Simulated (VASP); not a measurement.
# Bi (Im-3m) in VASP: settings compared

Aim: see how the results for Bi move with the level of theory and the settings. Levels: PBE+D4, LDA. Tasks: single point.

Everything below comes from runs of VASP 6.6.1. Logs are shortened: lines on timing, memory, paths and dates and some standing lists are left out, and cuts for length are marked.

## (1) The cell of the first run

The structure is cubic, space group Im-3m (No. 229). The conventional cell has a = 3.963 Å, b = 3.963 Å, c = 3.963 Å, α = 90.00°, β = 90.00°, γ = 90.00°. Bi (site symmetry m-3m) has 14 Bi at 3.43 to 3.96 Å within 4.5 Å.

## (2) Single point, PBE+D4, collinear spin, ferromagnetic start

The input, INCAR:

```
SYSTEM = Bi
  PREC = Accurate
  ENCUT = 520
  EDIFF = 1E-6
  ISMEAR = 0
  SIGMA = 0.1
  LREAL = .False.
  LASPH = .True.
  NELM = 150
  ALGO = Fast
  ISIF = 2
  LWAVE = .False.
  LCHARG = .False.
  ISPIN = 2
  MAGMOM = -0.54
  LORBIT = 11
  GGA = PE
  IVDW = 13
  NBANDS = 18
```

The input, KPOINTS:

```
Automatic mesh
0
Gamma
  9 9 9
  0 0 0
```

The input, POSCAR:

```
Bi
1.0
    3.4319383527      0.0000000000      0.0000000000
   -1.1439794509      3.2356625091      0.0000000000
   -1.1439794509     -1.6178312545      2.8021659309
Bi
1
Direct
    0.0000000000      0.0000000000      0.0000000000
```

Potentials or basis: VASP PAW PBE potentials, release 64 (Bi_d).

Started as:

```sh
> cat potpaw_PBE.64/Bi_d/POTCAR > POTCAR
> mpirun -np 1 vasp_std > vasp.out
```

OUTCAR:

```text
SYSTEM = Bi
   PREC = Accurate
   ENCUT = 520
   EDIFF = 1E-6
   ISMEAR = 0
   LREAL = .False.
   LASPH = .True.
   NELM = 150
   ISIF = 2
   ISPIN = 2
   LORBIT = 11
   GGA = PE
   IVDW = 13

 ion  position               nearest neighbor table
   1  0.000  0.000  0.000-

  LATTYP: Found a body centered cubic cell.
 ALAT       =     3.9628610635

  Lattice vectors:

 A1 = (   3.4319383527,   0.0000000000,   0.0000000000)
 A2 = (  -1.1439794509,   3.2356625091,   0.0000000000)
 A3 = (  -1.1439794509,  -1.6178312545,   2.8021659309)

Analysis of symmetry for initial positions (statically):
=====================================================================
 Subroutine PRICEL returns:
 Original cell was already a primitive cell.

 Routine SETGRP: Setting up the symmetry group for a
 body centered cubic supercell.

 Subroutine GETGRP returns: Found 48 space group operations
[... 9 lines left out ...]

 Routine SETGRP: Setting up the symmetry group for a
 body centered cubic supercell.

 Subroutine GETGRP returns: Found 48 space group operations
 (whereof 48 operations were pure point group operations)
 out of a pool of 48 trial point group operations.

The dynamic configuration has the point symmetry O_h .

Analysis of structural, dynamic, and magnetic symmetry:
=====================================================================
 Subroutine PRICEL returns:
 Original cell was already a primitive cell.

 Routine SETGRP: Setting up the symmetry group for a
 body centered cubic supercell.

 Subroutine GETGRP returns: Found 48 space group operations
 (whereof 48 operations were pure point group operations)
 out of a pool of 48 trial point group operations.

The overall configuration has the point symmetry O_h .

 Subroutine INISYM returns: Found 48 space group operations
[... 5 lines left out ...]
                                     Primitive cell

  volume of cell :      31.1169

  direct lattice vectors                    reciprocal lattice vectors
     3.431938353  0.000000000  0.000000000     0.291380525  0.103018573  0.178433402
    -1.143979451  3.235662509  0.000000000     0.000000000  0.309055718  0.178433402
    -1.143979451 -1.617831254  2.802165931     0.000000000  0.000000000  0.356866804

  length of vectors
     3.431938353  3.431938353  3.431938353     0.356866804  0.356866804  0.356866804

  position of ions in fractional coordinates (direct lattice)
     0.000000000  0.000000000  0.000000000

  ion indices of the primitive-cell ions
   primitive index   ion index
                 1           1

----------------------------------------------------------------------------------------

 KPOINTS: Automatic mesh

Automatic generation of k-mesh.
 Grid dimensions read from file:
 generate k-points for:    9    9    9

 Generating k-lattice:

  Cartesian coordinates                     Fractional coordinates (reciprocal lattice)
     0.032375614  0.011446508  0.019825934     0.111111111  0.000000000  0.000000000
     0.000000000  0.034339524  0.019825934     0.000000000  0.111111111  0.000000000
     0.000000000  0.000000000  0.039651867     0.000000000  0.000000000  0.111111111

  Length of vectors
     0.039651867  0.039651867  0.039651867

  Shift w.r.t. Gamma in fractional coordinates (k-lattice)
     0.000000000  0.000000000  0.000000000

 Subroutine IBZKPT returns following result:
 ===========================================

 Found     35 irreducible k-points:

 Following reciprocal coordinates:
            Coordinates               Weight
  0.000000  0.000000  0.000000      1.000000
  0.111111 -0.000000  0.000000     12.000000
  0.222222  0.000000  0.000000     12.000000
  0.333333  0.000000  0.000000     12.000000
  0.444444  0.000000  0.000000     12.000000
  0.111111  0.111111  0.000000     24.000000
[... 16 lines left out ...]
 -0.333333  0.444444  0.111111     48.000000
 -0.444444 -0.444444  0.111111     24.000000
 [... further k-points ...]
   k-points           NKPTS =     35   k-points in BZ     NKDIM =     35   number of bands    NBANDS=     18
   number of dos      NEDOS =    301   number of ions     NIONS =      1
   total plane-waves  NPLWV =  21952
   dimension x,y,z NGX =    28 NGY =   28 NGZ =   28
   dimension x,y,z NGXF=    56 NGYF=   56 NGZF=   56
   ions per type =               1
   NGX,Y,Z   is equivalent  to a cutoff of  13.56, 13.56, 13.56 a.u.
   NGXF,Y,Z  is equivalent  to a cutoff of  27.13, 27.13, 27.13 a.u.
 SYSTEM =  Bi
   PREC   = accura    normal or accurate (medium, high low for compatibility)
   ISTART =      0    job   : 0-new  1-cont  2-samecut
   ICHARG =      2    charge: 1-file 2-atom 10-const
   ISPIN  =      2    spin polarized calculation?
   LNONCOLLINEAR =      F non collinear calculations
   LSORBIT =      F    spin-orbit coupling
   LASPH  =      T    aspherical Exc in radial PAW
   ENCUT  =  520.0 eV  38.22 Ry    6.18 a.u.   6.38  6.38  6.38*2*pi/ulx,y,z
   NELM   =    150;   NELMIN=  2; NELMDL= -5     # of ELM steps
   EDIFF  = 0.1E-05   stopping-criterion for ELM
   LREAL  =      F    real-space projection
   EDIFFG = 0.1E-04   stopping-criterion for IOM
   NSW    =      0    number of steps for IOM
   IBRION =     -1    ionic relax: 0-MD 1-quasi-New 2-CG
[... 8 lines left out ...]
   EMIN   =  10.00;   EMAX   =-10.00  energy-range for DOS
   EFERMI =   0.00;   METHOD = LEGACY
   ISMEAR =     0;   SIGMA  =   0.10  broadening in eV -4-tet -1-fermi 0-gaus
   EFERMI_NEDOS =   21; number of points for ismear=-14 and -15
   IALGO  =     68    algorithm
   IMIX   =      4    mixing-type and parameters
     AMIX     =   0.40;   BMIX     =  1.00
     AMIX_MAG =   1.60;   BMIX_MAG =  1.00
  volume/ion in A,a.u.               =      31.12       209.99
  Fermi-wavevector in a.u.,A,eV,Ry     =   1.283630  2.425708 22.418388  1.647705
  Thomas-Fermi vector in A             =   2.415871
   LORBIT       =     11    0 simple, 1 ext, 2 COOP (PROOUT), +10 PAW based schemes
   GGA     = PE    functional components
   LHFCALC =     F    Hartree Fock is set to
   AEXX    =    0.0000 exact exchange contribution
   IVDW    =    13    specifies the selected vdW correction
   LEPSILON=     F    determine dielectric tensor
   LRPA    =     F    only Hartree local field effects (RPA)
 spin polarized calculation
 RMM-DIIS sequential band-by-band and
 Gauss-broadening in eV      SIGMA  =   0.10
  energy-cutoff  :      520.00
  volume of cell :       31.12
 maximum number of plane-waves:       887
 NGX is ok and might be reduce to    28
   NGX = 13   NGY = 13   NGZ = 13

 number of electron      14.9999994 magnetization       0.0000871

 number of electron      14.9999994 magnetization      -0.0000061

 Free energy of the ion-electron system (eV)
  ---------------------------------------------------
  ext. energy  EPLUGINS =         0.00000000
  ---------------------------------------------------
  free energy    TOTEN  =        -3.76910893 eV

  energy without entropy =       -3.76625744  energy(sigma->0) =       -3.76768318

 E-fermi :   7.9394     XC(G=0): -10.2914

 val. band max:        7.9102028261   @ k =   0.2222   0.0000   0.0000
 cond. band min:       7.9409083588   @ k =  -0.2222   0.2222   0.1111
 fundamental gap:      0.0307055327
 Fermi energy:         7.9394062257

 spin component 1

 k-point     1 :       0.0000    0.0000    0.0000
  band No.  band energies     occupation
      1     -15.1149      1.00000
      2     -15.1149      1.00000
      3     -15.1149      1.00000
      4     -14.9869      1.00000
      5     -14.9869      1.00000
      6      -5.5995      1.00000
[... 10 lines left out ...]
     17      20.7128      0.00000
     18      20.7128      0.00000

 k-point     2 :       0.1111   -0.0000    0.0000
  band No.  band energies     occupation
      1     -15.1195      1.00000
      2     -15.1070      1.00000
      3     -15.0906      1.00000
      4     -14.9922      1.00000
      5     -14.9877      1.00000
      6      -5.3749      1.00000
[... 10 lines left out ...]
     17      21.8086      0.00000
     18      22.9430      0.00000
[... 442 lines left out ...]
 k-point    24 :      -0.4444   -0.4444    0.1111
  band No.  band energies     occupation
      1     -15.1042      1.00000
      2     -15.0705      1.00000
      3     -15.0275      1.00000
      4     -14.9909      1.00000
      5     -14.9165      1.00000
      6      -2.1287      1.00000
[... 10 lines left out ...]
     17      28.6774      0.00000
     18      30.0661      0.00000

 [... further k-points ...]

 spin component 2

 k-point     1 :       0.0000    0.0000    0.0000
  band No.  band energies     occupation
      1     -15.1149      1.00000
      2     -15.1149      1.00000
      3     -15.1149      1.00000
      4     -14.9869      1.00000
      5     -14.9869      1.00000
      6      -5.5995      1.00000
[... 10 lines left out ...]
     17      20.7128      0.00000
     18      20.7128      0.00000

 k-point     2 :       0.1111   -0.0000    0.0000
  band No.  band energies     occupation
      1     -15.1195      1.00000
      2     -15.1070      1.00000
      3     -15.0906      1.00000
      4     -14.9922      1.00000
      5     -14.9877      1.00000
      6      -5.3750      1.00000
[... 10 lines left out ...]
     17      21.8086      0.00000
     18      22.9430      0.00000
[... 442 lines left out ...]
 k-point    24 :      -0.4444   -0.4444    0.1111
  band No.  band energies     occupation
      1     -15.1042      1.00000
      2     -15.0705      1.00000
      3     -15.0275      1.00000
      4     -14.9909      1.00000
      5     -14.9164      1.00000
      6      -2.1287      1.00000
[... 10 lines left out ...]
     17      28.6774      0.00000
     18      30.1616      0.00000

 [... further k-points ...]

------------------------ aborting loop because EDIFF is reached ----------------------------------------

  DFT-D4 for vdW energy calculation

  Edisp (eV):   -0.54736

  FORCE on cell =-STRESS in cart. coord.  units (eV):
  Direction    XX          YY          ZZ          XY          YZ          ZX
  --------------------------------------------------------------------------------------
  -------------------------------------------------------------------------------------
  Total      -0.34809    -0.34809    -0.34809     0.00000    -0.00000     0.00000
  in kB     -17.92271   -17.92271   -17.92271     0.00000    -0.00000     0.00000
  external pressure =      -17.92 kB  Pullay stress =        0.00 kB

 VOLUME and BASIS-vectors are now :
 -----------------------------------------------------------------------------
  energy-cutoff  :      520.00
  volume of cell :       31.12
      direct lattice vectors                 reciprocal lattice vectors
     3.431938353  0.000000000  0.000000000     0.291380525  0.103018573  0.178433402
    -1.143979451  3.235662509  0.000000000     0.000000000  0.309055718  0.178433402
    -1.143979451 -1.617831254  2.802165931     0.000000000  0.000000000  0.356866804

 POSITION                                       TOTAL-FORCE (eV/Angst)
 -----------------------------------------------------------------------------------
      0.00000      0.00000      0.00000         0.000000      0.000000      0.000000
 -----------------------------------------------------------------------------------
    total drift:                               -0.000000      0.000000     -0.000000

  FREE ENERGIE OF THE ION-ELECTRON SYSTEM (eV)
  ---------------------------------------------------
  free  energy   TOTEN  =        -4.3164664462 eV

  energy  without entropy=       -4.3136149585  energy(sigma->0) =       -4.31504070

 total charge

# of ion       s       p       d       tot
------------------------------------------
    1        1.555   1.262   9.919  12.736

 magnetization (x)

# of ion       s       p       d       tot
------------------------------------------
    1        0.000  -0.000  -0.000   0.000
```

It took 25 s on 1 thread of Intel Xeon 6975P-C (Granite Rapids), shared host; peak memory 0.18 GiB.

What came out:

```yaml
Free_energy: -4.3165 eV
Pressure: -1.8 GPa
Net_moment: 0.00 μB per cell
Valence_electrons_inside_the_program's_atomic_spheres: Bi 12.74
Dispersion_energy_per_atom: -0.547 eV
```

Caveat: spin-orbit coupling is left out, which moves the levels of the heavy elements; pairwise dispersion overbinds metals, which lowers pressure and volume.

(Part 1 of 2 ends here.)
